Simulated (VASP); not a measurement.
# PbO (P4/nmm) in VASP: a series of runs, part 2 of 2

VASP 6.6.1. The steps go on from the part before.

**3. Single point, PBE+D3(BJ)**

This run uses another cell than the first one, of 20.28 Å³/atom.

Input file INCAR:

```
SYSTEM = PbO
ALGO = Normal ; EDIFF = 1E-6
ENCUT = 520 ; GGA = PE
ISIF = 2 ; ISMEAR = -1
IVDW = 12 ; LASPH = .TRUE.
LCHARG = .FALSE. ; LREAL = .FALSE.
LWAVE = .FALSE. ; NBANDS = 28
NELM = 60 ; PREC = Accurate
SIGMA = 0.02
```

Input file KPOINTS:

```
k-points
0
G
  6 6 6
  0 0 0
```

Input file POSCAR:

```
PbO
1.0
    4.0339183796      0.0000000000      0.0000000000
    0.0000000000      4.0339183796      0.0000000000
    0.0000000000      0.0000000000      4.9855412971
Pb O
2 2
Direct
    0.0000000000      0.5000000000      0.2381014662
    0.5000000000      0.0000000000      0.7618985338
    0.5000000000      0.5000000000      0.0000000000
    0.0000000000      0.0000000000      0.0000000000
```

Potentials or basis: VASP PAW PBE potentials, release 64 (Pb_d, O).

Command:

```
> cat potpaw_PBE.64/Pb_d/POTCAR potpaw_PBE.64/O/POTCAR > POTCAR
> mpirun -np 1 vasp_std > vasp.out
```

OUTCAR:

```text
SYSTEM = PbO
   EDIFF = 1E-6
   ENCUT = 520
   GGA = PE
   ISIF = 2
   ISMEAR = -1
   IVDW = 12
   LASPH = .TRUE.
   LREAL = .FALSE.
   NELM = 60
   PREC = Accurate
 IVDW          = 12

 ion  position               nearest neighbor table
   1  0.000  0.500  0.238-   3 2.34   4 2.34   4 2.34   3 2.34   2 3.71   2 3.71   2 3.71   2 3.71
                             2 3.87   2 3.87   2 3.87   2 3.87
   2  0.500  0.000  0.762-   3 2.34   4 2.34   3 2.34   4 2.34   1 3.71   1 3.71   1 3.71   1 3.71
                             1 3.87   1 3.87   1 3.87   1 3.87
   3  0.500  0.500  0.000-   1 2.34   2 2.34   2 2.34   1 2.34
   4  0.000  0.000  0.000-   1 2.34   2 2.34   1 2.34   2 2.34

  LATTYP: Found a simple tetragonal cell.
 ALAT       =     4.0339183796
 C/A-ratio  =     1.2359053476

  Lattice vectors:

 A1 = (   4.0339183796,   0.0000000000,   0.0000000000)
 A2 = (   0.0000000000,   4.0339183796,   0.0000000000)
 A3 = (   0.0000000000,   0.0000000000,   4.9855412971)

Analysis of symmetry for initial positions (statically):
=====================================================================
 Subroutine PRICEL returns:
 Original cell was already a primitive cell.

 Routine SETGRP: Setting up the symmetry group for a
 simple tetragonal supercell.

 Subroutine GETGRP returns: Found 16 space group operations
 (whereof  8 operations were pure point group operations)
 out of a pool of 16 trial point group operations.

The static configuration has the point symmetry D_2d.
 The point group associated with its full space group is D_4h.

Analysis of symmetry for dynamics (positions and initial velocities):
=====================================================================
 Subroutine PRICEL returns:
 Original cell was already a primitive cell.

 Routine SETGRP: Setting up the symmetry group for a
 simple tetragonal supercell.

 Subroutine GETGRP returns: Found 16 space group operations
 (whereof  8 operations were pure point group operations)
 out of a pool of 16 trial point group operations.

The dynamic configuration has the point symmetry D_2d.
 The point group associated with its full space group is D_4h.

 Subroutine INISYM returns: Found 16 space group operations
 (whereof  8 operations are pure point group operations),
 and found     1 'primitive' translations

----------------------------------------------------------------------------------------

                                     Primitive cell

  volume of cell :      81.1272

  direct lattice vectors                    reciprocal lattice vectors
     4.033918380  0.000000000  0.000000000     0.247897926  0.000000000  0.000000000
     0.000000000  4.033918380  0.000000000     0.000000000  0.247897926  0.000000000
     0.000000000  0.000000000  4.985541297     0.000000000  0.000000000  0.200580025

  length of vectors
     4.033918380  4.033918380  4.985541297     0.247897926  0.247897926  0.200580025

  position of ions in fractional coordinates (direct lattice)
     0.000000000  0.500000000  0.238101466
     0.500000000  0.000000000  0.761898534
     0.500000000  0.500000000  0.000000000
     0.000000000  0.000000000  0.000000000

  ion indices of the primitive-cell ions
   primitive index   ion index
                 1           1
                 2           2
                 3           3
                 4           4

----------------------------------------------------------------------------------------

 KPOINTS: k-points

Automatic generation of k-mesh.
 Grid dimensions read from file:
 generate k-points for:    6    6    6

 Generating k-lattice:

  Cartesian coordinates                     Fractional coordinates (reciprocal lattice)
     0.041316321  0.000000000  0.000000000     0.166666667  0.000000000  0.000000000
     0.000000000  0.041316321  0.000000000     0.000000000  0.166666667  0.000000000
     0.000000000  0.000000000  0.033430004     0.000000000  0.000000000  0.166666667

  Length of vectors
     0.041316321  0.041316321  0.033430004

  Shift w.r.t. Gamma in fractional coordinates (k-lattice)
     0.000000000  0.000000000  0.000000000

 Subroutine IBZKPT returns following result:
 ===========================================

 Found     40 irreducible k-points:

 Following reciprocal coordinates:
            Coordinates               Weight
  0.000000  0.000000  0.000000      1.000000
  0.166667  0.000000  0.000000      4.000000
  0.333333  0.000000  0.000000      4.000000
  0.500000  0.000000  0.000000      2.000000
  0.166667  0.166667  0.000000      4.000000
  0.333333  0.166667  0.000000      8.000000
[... 16 lines left out ...]
  0.333333  0.000000  0.333333      8.000000
  0.500000  0.000000  0.333333      4.000000
 [... further k-points ...]
   k-points           NKPTS =     40   k-points in BZ     NKDIM =     40   number of bands    NBANDS=     28
   number of dos      NEDOS =    301   number of ions     NIONS =      4
   total plane-waves  NPLWV =  36000
   dimension x,y,z NGX =    30 NGY =   30 NGZ =   40
   dimension x,y,z NGXF=    60 NGYF=   60 NGZF=   80
   ions per type =               2   2
   NGX,Y,Z   is equivalent  to a cutoff of  12.36, 12.36, 13.34 a.u.
   NGXF,Y,Z  is equivalent  to a cutoff of  24.73, 24.73, 26.68 a.u.
 SYSTEM =  PbO
   PREC   = accura    normal or accurate (medium, high low for compatibility)
   ISTART =      0    job   : 0-new  1-cont  2-samecut
   ICHARG =      2    charge: 1-file 2-atom 10-const
   ISPIN  =      1    spin polarized calculation?
   LNONCOLLINEAR =      F non collinear calculations
   LSORBIT =      F    spin-orbit coupling
   LASPH  =      T    aspherical Exc in radial PAW
   ENCUT  =  520.0 eV  38.22 Ry    6.18 a.u.   7.50  7.50  9.27*2*pi/ulx,y,z
   NELM   =     60;   NELMIN=  2; NELMDL= -5     # of ELM steps
   EDIFF  = 0.1E-05   stopping-criterion for ELM
   LREAL  =      F    real-space projection
[... 7 lines left out ...]
   TEBEG  =    0.0;   TEEND  =   0.0 temperature during run
   PSTRESS=    0.0 pullay stress
   NELECT =      40.0000    total number of electrons
   NUPDOWN=      -1.0000    fix difference up-down
   EMIN   =  10.00;   EMAX   =-10.00  energy-range for DOS
   EFERMI =   0.00;   METHOD = LEGACY
   ISMEAR =    -1;   SIGMA  =   0.02  broadening in eV -4-tet -1-fermi 0-gaus
   EFERMI_NEDOS =   21; number of points for ismear=-14 and -15
   IALGO  =     38    algorithm
   IMIX   =      4    mixing-type and parameters
     AMIX     =   0.40;   BMIX     =  1.00
     AMIX_MAG =   1.60;   BMIX_MAG =  1.00
  volume/ion in A,a.u.               =      20.28       136.87
  Fermi-wavevector in a.u.,A,eV,Ry     =   1.293320  2.444020 22.758146  1.672677
  Thomas-Fermi vector in A             =   2.424973
   LORBIT       =      0    0 simple, 1 ext, 2 COOP (PROOUT), +10 PAW based schemes
   GGA     = PE    functional components
   LHFCALC =     F    Hartree Fock is set to
   AEXX    =    0.0000 exact exchange contribution
   IVDW    =    12    specifies the selected vdW correction
   LEPSILON=     F    determine dielectric tensor
   LRPA    =     F    only Hartree local field effects (RPA)
 non-spin polarized calculation
  energy-cutoff  :      520.00
  volume of cell :       81.13
 maximum number of plane-waves:      2214
   NGX = 15   NGY = 15   NGZ = 19

 number of electron      40.0000000 magnetization

 Free energy of the ion-electron system (eV)
  ---------------------------------------------------
  ext. energy  EPLUGINS =         0.00000000
  ---------------------------------------------------
  free energy    TOTEN  =       -21.46225406 eV

  energy without entropy =      -21.46225406  energy(sigma->0) =      -21.46225406

 E-fermi :   5.2250     XC(G=0):  -9.7395

 val. band max:        4.8217500584   @ k =   0.1667   0.0000   0.0000
 cond. band min:       6.1029843883   @ k =   0.5000   0.5000   0.0000
 fundamental gap:      1.2812343300
 Fermi energy:         5.2249883492

 k-point     1 :       0.0000    0.0000    0.0000
  band No.  band energies     occupation
      1     -13.2382      2.00000
      2     -12.7992      2.00000
      3     -11.0992      2.00000
      4     -11.0992      2.00000
      5     -11.0482      2.00000
      6     -11.0102      2.00000
[... 20 lines left out ...]
     27      12.3809      0.00000
[... 691 lines left out ...]
      6     -10.9973      2.00000
[... 20 lines left out ...]
     27      14.5437      0.00000
     28      14.5437      0.00000

 [... further k-points ...]

------------------------ aborting loop because EDIFF is reached ----------------------------------------

 Edisp (eV)   -0.93575

 E8    (eV) :    -0.4291

  FORCE on cell =-STRESS in cart. coord.  units (eV):
  Direction    XX          YY          ZZ          XY          YZ          ZX
  --------------------------------------------------------------------------------------
  -------------------------------------------------------------------------------------
  Total       0.06459     0.06459     0.05035     0.00000     0.00000     0.00000
  in kB       1.27566     1.27566     0.99444     0.00000     0.00000     0.00000
  external pressure =        1.18 kB  Pullay stress =        0.00 kB

 VOLUME and BASIS-vectors are now :
 -----------------------------------------------------------------------------
  energy-cutoff  :      520.00
  volume of cell :       81.13
      direct lattice vectors                 reciprocal lattice vectors
     4.033918380  0.000000000  0.000000000     0.247897926  0.000000000  0.000000000
     0.000000000  4.033918380  0.000000000     0.000000000  0.247897926  0.000000000
     0.000000000  0.000000000  4.985541297     0.000000000  0.000000000  0.200580025

 POSITION                                       TOTAL-FORCE (eV/Angst)
 -----------------------------------------------------------------------------------
      0.00000      2.01696      1.18706        -0.000000      0.000000      0.037963
      2.01696      0.00000      3.79848        -0.000000      0.000000     -0.037963
      2.01696      2.01696      0.00000         0.000000     -0.000000     -0.000000
      0.00000      0.00000      0.00000        -0.000000      0.000000     -0.000000
 -----------------------------------------------------------------------------------
    total drift:                                0.000000      0.000000      0.000000

  FREE ENERGIE OF THE ION-ELECTRON SYSTEM (eV)
  ---------------------------------------------------
  free  energy   TOTEN  =       -22.3980006340 eV

  energy  without entropy=      -22.3980006339  energy(sigma->0) =      -22.39800063
```

OSZICAR:

```text
N       E                     dE             d eps       ncg     rms          rms(c)
DAV:   1     0.466934449380E+03    0.46693E+03   -0.19636E+04  2240   0.169E+03
DAV:   2     0.378667897494E+02   -0.42907E+03   -0.41035E+03  2296   0.452E+02
DAV:   3    -0.231150688066E+02   -0.60982E+02   -0.59414E+02  2808   0.183E+02
DAV:   4    -0.260664282923E+02   -0.29514E+01   -0.29390E+01  2608   0.417E+01
DAV:   5    -0.261551576733E+02   -0.88729E-01   -0.88717E-01  2536   0.790E+00    0.124E+01
DAV:   6    -0.216892073589E+02    0.44660E+01   -0.25053E+01  3284   0.390E+01    0.561E+00
DAV:   7    -0.214922953004E+02    0.19691E+00   -0.30223E+00  2772   0.124E+01    0.249E+00
DAV:   8    -0.214695203554E+02    0.22775E-01   -0.52153E-01  2392   0.469E+00    0.775E-01
DAV:   9    -0.214612411942E+02    0.82792E-02   -0.52663E-02  3580   0.181E+00    0.277E-01
DAV:  10    -0.214624511580E+02   -0.12100E-02   -0.11467E-02  2608   0.762E-01    0.908E-02
DAV:  11    -0.214622927749E+02    0.15838E-03   -0.21547E-03  3408   0.371E-01    0.621E-02
DAV:  12    -0.214622567755E+02    0.35999E-04   -0.32697E-04  3180   0.164E-01    0.182E-02
DAV:  13    -0.214622545016E+02    0.22739E-05   -0.45222E-05  2640   0.460E-02    0.460E-03
DAV:  14    -0.214622540623E+02    0.43924E-06   -0.31006E-06  2456   0.143E-02
   1 F= -.22398001E+02 E0= -.22398001E+02  d E =-.354226E-10
```

Wall time 51 s (1 thread of AMD EPYC 9R45 (Zen 5), shared host); peak memory 0.21 GiB.

What came out:

| Quantity | Value |
| --- | --- |
| Free energy | -22.3980 eV |
| Pressure | 0.1 GPa |
| Largest force | 0.038 eV/Å |
| Band gap on the k mesh | 1.28 eV (least direct gap 2.18 eV) |
| Dispersion energy per atom | -0.234 eV |

Forces on the atoms (eV/Å):
```
Pb   0.000  0.000  0.038
Pb   0.000  0.000 -0.038
O    0.000  0.000  0.000
O    0.000  0.000  0.000
```

Caveat: spin-orbit coupling is left out, which moves the levels of the heavy elements. A k mesh can miss the band edges.

**4. Single point, r2SCAN+rVV10**

Input file POSCAR:

```
PbO
1.0
    3.9784492919      0.0000000000      0.0000000000
    0.0000000000      3.9784492919      0.0000000000
    0.0000000000      0.0000000000      5.0093266658
Pb O
2 2
Direct
    0.0000000000      0.5000000000      0.2364092148
    0.5000000000      0.0000000000      0.7635907852
    0.5000000000      0.5000000000      0.0000000000
    0.0000000000      0.0000000000      0.0000000000
```

Input file INCAR.step1:

```
SYSTEM = PbO
PREC     = Accurate       ! precision mode
ENCUT    = 520            ! plane-wave cutoff, eV
ISMEAR   = -1             ! smearing method
SIGMA    = 0.02           ! smearing width, eV
LREAL    = .FALSE.        ! projectors in reciprocal space
LASPH    = .TRUE.         ! aspherical terms in the spheres
NELM     = 80             ! most SCF steps
NBANDS   = 28             ! bands
GGA      = PE             ! functional
ALGO     = Normal         ! electronic algorithm
EDIFF    = 1E-4           ! SCF threshold, eV
LWAVE    = .TRUE.         ! write WAVECAR
LCHARG   = .FALSE.        ! write CHGCAR
```

Input file INCAR.step2:

```
SYSTEM = PbO
PREC     = Accurate       ! precision mode
ENCUT    = 520            ! plane-wave cutoff, eV
EDIFF    = 1E-6           ! SCF threshold, eV
ISMEAR   = -1             ! smearing method
SIGMA    = 0.02           ! smearing width, eV
LREAL    = .FALSE.        ! projectors in reciprocal space
LASPH    = .TRUE.         ! aspherical terms in the spheres
NELM     = 80             ! most SCF steps
ALGO     = Normal         ! electronic algorithm
ISIF     = 2              ! what is computed and relaxed
LWAVE    = .FALSE.        ! write WAVECAR
LCHARG   = .TRUE.         ! write CHGCAR
METAGGA  = R2SCAN         ! meta-GGA
LMIXTAU  = .TRUE.       
LUSE_VDW = .TRUE.       
IVDW_NL  = 2            
BPARAM   = 11.95        
CPARAM   = 0.0093       
LELF     = .TRUE.         ! ELF
LVHAR    = .TRUE.       
NBANDS   = 28             ! bands
ISTART   = 1
```

Input file KPOINTS:

```
regular mesh
0
G
  6 6 6
  0 0 0
```

Command:

```
> cat potpaw_PBE.64/Pb_d/POTCAR potpaw_PBE.64/O/POTCAR > POTCAR
> cp INCAR.step1 INCAR
> mpirun -np 1 vasp_std > vasp.out
> cp INCAR.step2 INCAR
> mpirun -np 1 vasp_std > vasp.out
```

Wall time 3.5 min (1 thread of AMD EPYC 9R45 (Zen 5), shared host); peak memory 0.35 GiB.

The run converged. Its results:

| Item | Value |
| --- | --- |
| Free energy | -128.3696 eV |
| Pressure | 0.7 GPa |
| Largest force | 0.124 eV/Å |
| Band gap on the k mesh | 1.49 eV (least direct gap 2.66 eV) |

Forces in eV/Å, atoms in the order of the input:
```
Pb   0.000  0.000  0.124
Pb   0.000  0.000 -0.124
O    0.000  0.000  0.000
O    0.000  0.000  0.000
```

Stress tensor (GPa, compression positive):
```
0.74 0.00 0.00
0.00 0.74 0.00
0.00 0.00 0.56
```

Levels at points of the mesh, in eV from the valence-band top:
```tsv
k point	band 18	band 19	band 20	band 21	band 22	band 23
(0.00, 0.00, 0.00)	-1.80	-1.80	0.00	2.77	5.84	6.04
(0.50, 0.00, 0.00)	-3.17	-1.73	-1.73	3.74	3.74	7.02
(0.50, 0.50, 0.00)	-1.74	-1.16	-1.16	1.49	1.49	5.64
(0.00, 0.00, 0.50)	-1.83	-1.83	-1.02	2.28	4.36	4.36
(0.50, 0.00, 0.50)	-3.13	-1.07	-1.07	3.38	3.38	6.76
(0.50, 0.50, 0.50)	-2.34	-1.16	-1.16	3.77	3.77	5.19
```

Caveat: the PAW data sets were made with another functional, which shifts forces and pressure a little; spin-orbit coupling is left out, which moves the levels of the heavy elements. A k mesh can miss the band edges.

**5. The runs side by side**

| level | cell | gap on the mesh (eV) | pressure (GPa) | largest force (eV/Å) |
| --- | --- | --- | --- | --- |
| PBE | a = 3.978, b = 3.978, c = 5.009 Å, 4 atoms, atomic positions A | 1.23 | 4.6 | 0.40 |
| PBE+D3(BJ) | a = 4.034, b = 4.034, c = 4.986 Å, 4 atoms, atomic positions B | 1.28 | 0.1 | 0.04 |
| r2SCAN+rVV10 | a = 3.978, b = 3.978, c = 5.009 Å, 4 atoms, atomic positions A | 1.49 | 0.7 | 0.12 |

Alike in all rows: task single point; potentials or basis VASP PAW PBE potentials, release 64 (Pb_d, O); no spin polarisation; k mesh 6 × 6 × 6; cutoff (eV) 520; smearing fermi-dirac 0.02 eV.

Caveats: spin-orbit coupling is left out, which moves the levels of the heavy elements; the cell stands under pressure (at least some runs); the PAW data sets were made with another functional, which shifts forces and pressure a little (at least some runs).

Total energies depend on the potentials used, so only differences within one code and one set of settings carry meaning.
